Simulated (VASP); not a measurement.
A run of VASP 6.6.1:

Contents of INCAR:

```
ALGO = Normal
EDIFF = 1E-8
ENCUT = 520
GGA = PS
ISIF = 2
ISMEAR = -1
LASPH = T
LCHARG = F
LEFG = T
LREAL = F
LWAVE = F
NBANDS = 43
NELM = 80
PREC = Accurate
SIGMA = 0.15
```

The input KPOINTS:

```
k-points
0
Gamma
  15 15 4
```

File POSCAR:

```
AlV2C
1.0
    2.8800724532      0.0000000000      0.0000000000
   -1.4400362266      2.4942159092      0.0000000000
    0.0000000000      0.0000000000     13.0347458455
Al V C
2 4 2
Direct
    0.3333333333      0.6666666667      0.2500000000
    0.6666666667      0.3333333333      0.7500000000
    0.3333333333      0.6666666667      0.5851048771
    0.6666666667      0.3333333333      0.4148951229
    0.6666666667      0.3333333333      0.0851048771
    0.3333333333      0.6666666667      0.9148951229
    0.0000000000      0.0000000000      0.0000000000
    0.0000000000      0.0000000000      0.5000000000
```

Potentials or basis: VASP PAW PBE potentials, release 64 (Al, V_sv, C).

Launch:

```console
$ cat potpaw_PBE.64/Al/POTCAR potpaw_PBE.64/V_sv/POTCAR potpaw_PBE.64/C/POTCAR > POTCAR
$ mpirun -np 1 vasp_std > vasp.out
```

Hardware: 1 thread of AMD EPYC 7R13 Processor (Zen 3), with other jobs on the host.

Problem. How long does it take, and how much memory?

Solution. Wall time 5 min on 1 thread of AMD EPYC 7R13 Processor (Zen 3) (shared host), peak memory 0.37 GiB. Counts: scf iterations 17, k points 81.
